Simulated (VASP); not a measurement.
A run of VASP 6.6.1 is set up as follows.

INCAR

```
SYSTEM = Re
  ALGO = Normal
  EDIFF = 1E-6
  ENCUT = 520
  GGA = PS
  ISIF = 2
  ISMEAR = 0
  LASPH = .True.
  LCHARG = .True.
  LELF = .True.
  LREAL = .False.
  LVHAR = .True.
  LWAVE = .False.
  NBANDS = 10
  NELM = 80
  PREC = Accurate
  SIGMA = 0.15
```

KPOINTS

```
k-points
0
Gamma
  20 20 20
  0 0 0
```

Contents of POSCAR:

```
Re
1.0
    0.0000000000      1.8170000000      2.1330000000
    1.8170000000      0.0000000000      2.1330000000
    1.8170000000      1.8170000000      0.0000000000
Re
1
Direct
    0.0000000000      0.0000000000      0.0000000000
```

Potentials or basis: VASP PAW PBE potentials, release 64 (Re).

Run with:

```sh
$ cat potpaw_PBE.64/Re/POTCAR > POTCAR
$ mpirun -np 1 vasp_std > vasp.out
```

Q: Estimate the band gap on the k mesh.

A: Zero (an odd number of electrons rules out a gap without spin polarisation).

Q: Predict the pressure.

A: 20.3 GPa.

Stress tensor (GPa, compression positive):
```
 36.82   0.00   0.00
  0.00  36.82   0.00
  0.00   0.00 -12.79
```

Caveat: the cell differs from its parent crystal (strain -0.080 along x and y, +0.080 along z); the cell stands under pressure; the PAW data sets were made with another functional, which shifts forces and pressure a little; spin-orbit coupling is left out, which moves the levels of the heavy elements.
